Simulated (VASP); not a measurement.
# KNd2Sb3 (P-6m2) in VASP: further runs

Runs on KNd2Sb3. Level: PBE. Tasks: single point.

Program: VASP 6.6.1. These are calculated values, not measurements. Logs are shortened: lines on timing, memory, paths and dates and some standing lists are left out, and cuts for length are marked.

## (1) The cell of the first run

The structure is hexagonal, space group P-6m2 (No. 187). Conventional cell: a = 4.860 Å, b = 4.860 Å, c = 11.067 Å, α = 90.00°, β = 90.00°, γ = 120.00°. K (site symmetry -6m2) has 6 Sb at 3.64 Å and 6 Nd at 4.62 Å and 6 K at 4.86 Å within 4.9 Å. Nd (site symmetry 3m) has 6 Sb at 3.12 to 3.37 Å and 1 Nd at 3.72 Å within 4.1 Å. Within 4.2 Å of Sb (site symmetry -6m2) lie 2 Sb at 3.22 Å and 6 Nd at 3.37 Å. Within 4.1 Å of Sb (site symmetry 3m) lie 3 Nd at 3.12 Å and 1 Sb at 3.22 Å and 3 K at 3.64 Å.

## (2) Single point, PBE

File INCAR:

```
ALGO = Normal
EDIFF = 1E-6
ENCUT = 500
GGA = PE
GGA_COMPAT = False
ISIF = 2
ISMEAR = 0
LASPH = True
LCHARG = False
LMAXMIX = 6
LREAL = False
LWAVE = False
NBANDS = 32
NELM = 200
PREC = Accurate
SIGMA = 0.01
```

File KPOINTS:

```
k-points
0
Gamma
  6 6 4
```

File POSCAR:

```
KNd2Sb3
1.0
    4.8596848706      0.0000000000      0.0000000000
   -2.4298424353      4.2086105523      0.0000000000
    0.0000000000      0.0000000000     11.0673200790
K Nd Sb
1 2 3
Direct
    0.6666666667      0.3333333333      0.0000000000
    0.3333333333      0.6666666667      0.3320753755
    0.3333333333      0.6666666667      0.6679246245
    0.0000000000      0.0000000000      0.5000000000
    0.0000000000      0.0000000000      0.7905674118
    0.0000000000      0.0000000000      0.2094325882
```

Potentials or basis: VASP PAW PBE potentials, release 64 (K_sv, Nd_3, Sb), 4f in core.

The run is started by

```sh
$ cat potpaw_PBE.64/K_sv/POTCAR potpaw_PBE.64/Nd_3/POTCAR potpaw_PBE.64/Sb/POTCAR > POTCAR
$ mpirun -np 1 vasp_std > vasp.out
```

OUTCAR:

```text
EDIFF = 1E-6
   ENCUT = 500
   GGA = PE
   ISIF = 2
   ISMEAR = 0
   LASPH = True
   LREAL = False
   NELM = 200
   PREC = Accurate

 ion  position               nearest neighbor table
   1  0.667  0.333  0.000-   5 3.64   6 3.64   5 3.64   6 3.64   5 3.64   6 3.64
   2  0.333  0.667  0.332-   6 3.12   6 3.12   6 3.12   4 3.37   4 3.37   4 3.37   3 3.72
   3  0.333  0.667  0.668-   5 3.12   5 3.12   5 3.12   4 3.37   4 3.37   4 3.37   2 3.72
   4  0.000  0.000  0.500-   5 3.22   6 3.22   2 3.37   3 3.37   2 3.37   3 3.37   2 3.37   3 3.37

   5  0.000  0.000  0.791-   3 3.12   3 3.12   3 3.12   4 3.22   1 3.64   1 3.64   1 3.64
   6  0.000  0.000  0.209-   2 3.12   2 3.12   2 3.12   4 3.22   1 3.64   1 3.64   1 3.64

  LATTYP: Found a hexagonal cell.
 ALAT       =     4.8596848706
 C/A-ratio  =     2.2773740219

  Lattice vectors:

 A1 = (   4.8596848706,   0.0000000000,   0.0000000000)
 A2 = (  -2.4298424353,   4.2086105523,   0.0000000000)
 A3 = (   0.0000000000,   0.0000000000,  11.0673200790)

Analysis of symmetry for initial positions (statically):
=====================================================================
 Subroutine PRICEL returns:
 Original cell was already a primitive cell.

 Routine SETGRP: Setting up the symmetry group for a
 hexagonal supercell.

 Subroutine GETGRP returns: Found 12 space group operations
 (whereof 12 operations were pure point group operations)
 out of a pool of 24 trial point group operations.

The static configuration has the point symmetry D_3h.

Analysis of symmetry for dynamics (positions and initial velocities):
=====================================================================
 Subroutine PRICEL returns:
 Original cell was already a primitive cell.

 Routine SETGRP: Setting up the symmetry group for a
 hexagonal supercell.

 Subroutine GETGRP returns: Found 12 space group operations
 (whereof 12 operations were pure point group operations)
 out of a pool of 24 trial point group operations.

The dynamic configuration has the point symmetry D_3h.

 Subroutine INISYM returns: Found 12 space group operations
 (whereof 12 operations are pure point group operations),
 and found     1 'primitive' translations

----------------------------------------------------------------------------------------

                                     Primitive cell

  volume of cell :     226.3546

  direct lattice vectors                    reciprocal lattice vectors
     4.859684871  0.000000000  0.000000000     0.205774660  0.118804055  0.000000000
    -2.429842435  4.208610552  0.000000000     0.000000000  0.237608110  0.000000000
     0.000000000  0.000000000 11.067320079     0.000000000  0.000000000  0.090356111

  length of vectors
     4.859684871  4.859684871 11.067320079     0.237608110  0.237608110  0.090356111

  position of ions in fractional coordinates (direct lattice)
     0.666666667  0.333333333  0.000000000
     0.333333333  0.666666667  0.332075375
     0.333333333  0.666666667  0.667924625
     0.000000000  0.000000000  0.500000000
     0.000000000  0.000000000  0.790567412
     0.000000000  0.000000000  0.209432588

  ion indices of the primitive-cell ions
   primitive index   ion index
                 1           1
                 2           2
                 3           3
                 4           4
                 5           5
                 6           6

----------------------------------------------------------------------------------------

 KPOINTS: k-points

Automatic generation of k-mesh.
 Grid dimensions read from file:
 generate k-points for:    6    6    4

 Generating k-lattice:

  Cartesian coordinates                     Fractional coordinates (reciprocal lattice)
     0.034295777  0.019800676  0.000000000     0.166666667  0.000000000  0.000000000
     0.000000000  0.039601352  0.000000000     0.000000000  0.166666667  0.000000000
     0.000000000  0.000000000  0.022589028     0.000000000  0.000000000  0.250000000

  Length of vectors
     0.039601352  0.039601352  0.022589028

  Shift w.r.t. Gamma in fractional coordinates (k-lattice)
     0.000000000  0.000000000  0.000000000

 Subroutine IBZKPT returns following result:
 ===========================================

 Found     21 irreducible k-points:

 Following reciprocal coordinates:
            Coordinates               Weight
  0.000000  0.000000  0.000000      1.000000
  0.166667  0.000000  0.000000      6.000000
  0.333333  0.000000  0.000000      6.000000
  0.500000  0.000000  0.000000      3.000000
  0.166667  0.166667  0.000000      6.000000
  0.333333  0.166667  0.000000     12.000000
[... 13 lines left out ...]
  0.333333  0.166667  0.500000     12.000000
  0.333333  0.333333  0.500000      2.000000
   k-points           NKPTS =     21   k-points in BZ     NKDIM =     21   number of bands    NBANDS=     32
   number of dos      NEDOS =    301   number of ions     NIONS =      6
   total plane-waves  NPLWV = 108864
   dimension x,y,z NGX =    36 NGY =   36 NGZ =   84
   dimension x,y,z NGXF=    72 NGYF=   72 NGZF=  168
   ions per type =               1   2   3
   NGX,Y,Z   is equivalent  to a cutoff of  12.32, 12.32, 12.62 a.u.
   NGXF,Y,Z  is equivalent  to a cutoff of  24.63, 24.63, 25.24 a.u.
 SYSTEM =  unknown system
   PREC   = accura    normal or accurate (medium, high low for compatibility)
   ISTART =      0    job   : 0-new  1-cont  2-samecut
   ICHARG =      2    charge: 1-file 2-atom 10-const
   ISPIN  =      1    spin polarized calculation?
   LNONCOLLINEAR =      F non collinear calculations
   LSORBIT =      F    spin-orbit coupling
   LASPH  =      T    aspherical Exc in radial PAW
   ENCUT  =  500.0 eV  36.75 Ry    6.06 a.u.   8.86  8.86 20.18*2*pi/ulx,y,z
   NELM   =    200;   NELMIN=  2; NELMDL= -5     # of ELM steps
   EDIFF  = 0.1E-05   stopping-criterion for ELM
   LREAL  =      F    real-space projection
   EDIFFG = 0.1E-04   stopping-criterion for IOM
   NSW    =      0    number of steps for IOM
   IBRION =     -1    ionic relax: 0-MD 1-quasi-New 2-CG
   NFREE  =      0    steps in history (QN), initial steepest desc. (CG)
   ISIF   =      2    stress and relaxation
   ISYM   =      2    0-nonsym 1-usesym 2-fastsym
   POTIM  = 0.5000    time-step for ionic-motion
   TEBEG  =    0.0;   TEEND  =   0.0 temperature during run
   PSTRESS=    0.0 pullay stress
   NELECT =      46.0000    total number of electrons
   NUPDOWN=      -1.0000    fix difference up-down
   EMIN   =  10.00;   EMAX   =-10.00  energy-range for DOS
   EFERMI =   0.00;   METHOD = LEGACY
   ISMEAR =     0;   SIGMA  =   0.01  broadening in eV -4-tet -1-fermi 0-gaus
   EFERMI_NEDOS =   21; number of points for ismear=-14 and -15
   IALGO  =     38    algorithm
   IMIX   =      4    mixing-type and parameters
     AMIX     =   0.40;   BMIX     =  1.00
     AMIX_MAG =   1.60;   BMIX_MAG =  1.00
  volume/ion in A,a.u.               =      37.73       254.59
  Fermi-wavevector in a.u.,A,eV,Ry     =   0.962493  1.818848 12.604344  0.926393
  Thomas-Fermi vector in A             =   2.091957
   LORBIT       =      0    0 simple, 1 ext, 2 COOP (PROOUT), +10 PAW based schemes
   GGA     = PE    functional components
   LHFCALC =     F    Hartree Fock is set to
   AEXX    =    0.0000 exact exchange contribution
   IVDW    =     0    specifies the selected vdW correction
   LEPSILON=     F    determine dielectric tensor
   LRPA    =     F    only Hartree local field effects (RPA)
 non-spin polarized calculation
 Gauss-broadening in eV      SIGMA  =   0.01
  energy-cutoff  :      500.00
  volume of cell :      226.35
 maximum number of plane-waves:      5817
 NGX is ok and might be reduce to    36
   NGX = 17   NGY = 17   NGZ = 41

 number of electron      45.9999999 magnetization

 Free energy of the ion-electron system (eV)
  ---------------------------------------------------
  ext. energy  EPLUGINS =         0.00000000
  ---------------------------------------------------
  free energy    TOTEN  =       -27.57882455 eV

  energy without entropy =      -27.57882455  energy(sigma->0) =      -27.57882455

 E-fermi :   3.1898     XC(G=0):  -8.4473

 val. band max:        3.0559434770   @ k =   0.3333   0.3333   0.5000
 cond. band min:       3.8429500801   @ k =   0.5000   0.0000   0.0000
 fundamental gap:      0.7870066030
 Fermi energy:         3.1897902636

 k-point     1 :       0.0000    0.0000    0.0000
  band No.  band energies     occupation
      1     -34.9000      2.00000
      2     -34.8824      2.00000
      3     -27.2293      2.00000
      4     -16.1619      2.00000
      5     -16.0270      2.00000
      6     -16.0270      2.00000
[... 24 lines left out ...]
     31       6.5473      0.00000
     32       7.0032      0.00000

 k-point     2 :       0.1667    0.0000    0.0000
  band No.  band energies     occupation
      1     -34.8993      2.00000
      2     -34.8818      2.00000
      3     -27.2288      2.00000
      4     -16.1564      2.00000
      5     -16.0511      2.00000
      6     -16.0317      2.00000
[... 24 lines left out ...]
     31       6.4031      0.00000
     32       6.5676      0.00000

 k-point     3 :       0.3333    0.0000    0.0000
  band No.  band energies     occupation
      1     -34.8980      2.00000
      2     -34.8805      2.00000
      3     -27.2279      2.00000
      4     -16.1452      2.00000
      5     -16.0986      2.00000
      6     -16.0593      2.00000
[... 24 lines left out ...]
     31       6.5515      0.00000
     32       7.3946      0.00000

 k-point     4 :       0.5000    0.0000    0.0000
  band No.  band energies     occupation
      1     -34.8973      2.00000
      2     -34.8799      2.00000
      3     -27.2275      2.00000
      4     -16.1396      2.00000
      5     -16.1219      2.00000
      6     -16.0794      2.00000
[... 549 lines left out ...]
     31       6.6690      0.00000
     32       7.1274      0.00000

 k-point    20 :       0.3333    0.1667    0.5000
  band No.  band energies     occupation
      1     -34.8973      2.00000
      2     -34.8799      2.00000
      3     -27.2275      2.00000
      4     -16.1395      2.00000
      5     -16.1127      2.00000
      6     -16.0711      2.00000
[... 24 lines left out ...]
     31       6.4925      0.00000
     32       7.1063      0.00000

 k-point    21 :       0.3333    0.3333    0.5000
  band No.  band energies     occupation
      1     -34.8970      2.00000
      2     -34.8796      2.00000
      3     -27.2272      2.00000
      4     -16.1367      2.00000
      5     -16.1117      2.00000
      6     -16.0703      2.00000
[... 24 lines left out ...]
     31       6.9110      0.00000
     32       7.0325      0.00000

------------------------ aborting loop because EDIFF is reached ----------------------------------------

  FORCE on cell =-STRESS in cart. coord.  units (eV):
  Direction    XX          YY          ZZ          XY          YZ          ZX
  --------------------------------------------------------------------------------------
  -------------------------------------------------------------------------------------
  Total        0.2589715      0.2589715      0.1893313      0.0000000     -0.0000000      0.0000000
  in kB        1.8330451      1.8330451      1.3401202      0.0000000     -0.0000000      0.0000000
  external PRESSURE =       1.6687368 kB  Pullay stress =       0.0000000 kB

 VOLUME and BASIS-vectors are now :
 -----------------------------------------------------------------------------
  energy-cutoff  :      500.00
  volume of cell :      226.35
      direct lattice vectors                 reciprocal lattice vectors
     4.859684871  0.000000000  0.000000000     0.205774660  0.118804055  0.000000000
    -2.429842435  4.208610552  0.000000000     0.000000000  0.237608110  0.000000000
     0.000000000  0.000000000 11.067320079     0.000000000  0.000000000  0.090356111

 POSITION                                       TOTAL-FORCE (eV/Angst)
 -----------------------------------------------------------------------------------
      2.42984      1.40287      0.00000         0.000000      0.000000      0.000000
     -0.00000      2.80574      3.67518         0.000000      0.000000      0.001505
     -0.00000      2.80574      7.39214        -0.000000     -0.000000     -0.001505
      0.00000      0.00000      5.53366        -0.000000      0.000000      0.000000
      0.00000      0.00000      8.74946        -0.000000      0.000000      0.024980
      0.00000      0.00000      2.31786        -0.000000      0.000000     -0.024980
 -----------------------------------------------------------------------------------
    total drift:                                0.000000     -0.000000     -0.000000

  FREE ENERGIE OF THE ION-ELECTRON SYSTEM (eV)
  ---------------------------------------------------
  free  energy   TOTEN  =       -27.5788245471 eV

  energy  without entropy=      -27.5788245471  energy(sigma->0) =      -27.57882455
```

Run time: 1.9 min. Hardware: 1 thread of Intel Xeon Platinum 8488C (Sapphire Rapids), shared host; peak memory 0.4 GiB.

What came out:

* Free energy: -27.5788 eV
* Pressure: 0.2 GPa
* Largest force: 0.025 eV/Å
* Band gap on the k mesh: 0.79 eV (least direct gap 1.10 eV)

Forces in eV/Å, atoms in the order of the input:
```
K    0.000  0.000  0.000
Nd   0.000  0.000  0.002
Nd   0.000  0.000 -0.002
Sb   0.000  0.000  0.000
Sb   0.000  0.000  0.025
Sb   0.000  0.000 -0.025
```

Caveat: spin-orbit coupling is left out, which moves the levels of the heavy elements; the 4f electrons are frozen in the core, so they carry no moment and show no levels. A k mesh can miss the band edges.

[end of part 1 of 2]
